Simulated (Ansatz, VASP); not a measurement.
**Hf3Be: VASP beside Ansatz**

INCAR

```
SYSTEM = Hf3Be
  PREC = Accurate
  ENCUT = 520
  EDIFF = 1E-7
  ISMEAR = -1
  SIGMA = 0.1
  LREAL = .False.
  LASPH = .True.
  NELM = 80
  ALGO = Normal
  ISIF = 2
  LWAVE = .False.
  LCHARG = .True.
  GGA = CA
  LELF = .True.
  LVHAR = .True.
  NBANDS = 24
```

KPOINTS

```
Automatic mesh
0
Gamma
  7 7 7
  0 0 0
```

The input POSCAR:

```
Hf3Be
1.0
   -2.0920000000      2.0920000000      4.3530460000
    2.0920000000     -2.0920000000      4.3530460000
    2.0920000000      2.0920000000     -4.3530460000
Hf Be
3 1
Direct
    0.7500000000      0.2500000000      0.5000000000
    0.2500000000      0.7500000000      0.5000000000
    0.5000000000      0.5000000000      0.0000000000
    0.0000000000      0.0000000000      0.0000000000
```

Input for Ansatz:

```yaml
crystal:
  lattice:
    - [-2.092, 2.092, 4.353046]
    - [2.092, -2.092, 4.353046]
    - [2.092, 2.092, -4.353046]
  atoms:
    - { symbol: Hf, position: [0.75, 0.25, 0.5] }
    - { symbol: Hf, position: [0.25, 0.75, 0.5] }
    - { symbol: Hf, position: [0.5, 0.5, 0.0] }
    - { symbol: Be, position: [0.0, 0.0, 0.0] }
kpoints:
  mp_grid:
    grid: [7, 7, 7]
hamiltonian:
  xc: lda
  pseudopotentials:
    kind: paw
scf:
  occupations:
    method: fermi_dirac
output:
  forces: true
  stress: true
  eigenvalues: true
```

Alike in both runs: task single point; functional LDA; k mesh 7 × 7 × 7; no spin polarisation.

```csv
,VASP,Ansatz
version,VASP 6.6.1,Ansatz 0.2.0
potentials or method,"VASP PAW LDA potentials, release 64 (Hf_pv, Be)","plane waves, PAW"
plane-wave cutoff (eV),520,420
occupations,"fermi-dirac, width 0.1 eV",fermi-dirac
valence electrons in the cell,32,80
```

|  | VASP | Ansatz | Ansatz less VASP |
| --- | --- | --- | --- |
| gap on the k mesh at the Fermi level (eV) | none | none | - |
| pressure (GPa) | -7.6 | -7.7 | -0.09 |
| traceless stress, the component that is largest in VASP (GPa) | 0.35 | 0.34 | -0.009 |

LDA's correlation is that of Perdew and Zunger in VASP and of Perdew and Wang (1992) in Ansatz. A gap of «none» marks a metal or a gap that the smearing closes. VASP's potentials hold 32 valence electrons a cell and Ansatz's 80, so a difference there can come from the potentials and not from the codes.

Spin-orbit coupling is off throughout.
